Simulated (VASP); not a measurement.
Crystal: Pt.

```
Pt
1.0
    -1.55500    1.55500    1.55500
     1.55500   -1.55500    1.55500
     1.55500    1.55500   -1.55500
Pt
1
Direct
  0.00000 0.00000 0.00000
```

This isn't the form of Pt at room conditions, which is fcc.

- Program: VASP 6.6.1
- Task: relaxation of cell and atoms
- Functional: PBE
- Potentials or basis: VASP PAW PBE potentials, release 64 (Pt)
- Cutoff: 500 eV
- k mesh: 11 × 11 × 11
- Occupations: methfessel-paxton, width 0.1 eV
- Spin: no spin polarisation

At the start: pressure 13.6 GPa; volume 15.04 Å³/atom.

Problem. Where does the relaxation end?

Solution. Over 4 steps the energy falls by 30.7 meV/atom and the volume is 15.82 Å³/atom (+5.2 %); space group Im-3m (No. 229, to 0.1 Å) before and after.

Step by step:
```tsv
step	energy change (eV)	largest force (eV/Å)	pressure (GPa)	volume (Å³)
1	0.0000	0.0000	13.59	15.04
2	0.1339	0.0000	-21.21	17.99
3	-0.0306	0.0000	-0.72	15.86
4	-0.0307	0.0000	-0.07	15.82
```

Final structure:
```
Pt
1.0
    -1.58133    1.58133    1.58133
     1.58133   -1.58133    1.58133
     1.58133    1.58133   -1.58133
Pt
1
Cartesian
  0.0000 0.0000 0.0000
```
